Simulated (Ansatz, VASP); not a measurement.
## Ti3Al: VASP beside Ansatz

```xyz
4
Lattice="2.8880 0.0000 0.0000 -1.4440 2.5011 0.0000 0.0000 0.0000 9.1017" Properties=species:S:1:pos:R:3 pbc="T T T"
Ti    0.0000    1.6674    2.2700
Ti    0.0000    1.6674    6.8317
Ti    1.4440    0.8337    0.0000
Al    1.4440    0.8337    4.5508
```

Change from the starting cell: volume scaled by 0.96.

Alike in both runs: task single point; functional LDA; k mesh 10 × 10 × 3; occupations fermi-dirac, width 0.05 eV; no spin polarisation.

|  | VASP | Ansatz |
| --- | --- | --- |
| version | VASP 6.6.1 | Ansatz 0.2.0 |
| potentials or method | VASP PAW LDA potentials, release 64 (Ti_sv, Al), cutoff 520 eV | all-electron LAPW, scalar-relativistic |

VASP gave:

```
gap on the k mesh at the Fermi level (eV)                     : none
pressure (GPa)                                                : -2.8
traceless stress, the component that is largest in VASP (GPa) : 0.39
rms of the force components (eV/Å)                            : 0.049
```

Q: Estimate Ansatz's values.

A: gap on the k mesh at the Fermi level (eV): none; pressure (GPa): -2.8; traceless stress, the component that is largest in VASP (GPa): 0.35; rms of the force components (eV/Å): 0.046.

LDA's correlation is that of Perdew and Zunger in VASP and of Perdew and Wang (1992) in Ansatz. Atom by atom the forces differ by 0.003 eV/Å (rms over components). A gap of «none» marks a metal or a gap that the smearing closes. Ansatz ran all-electron here, and VASP with PAW potentials.
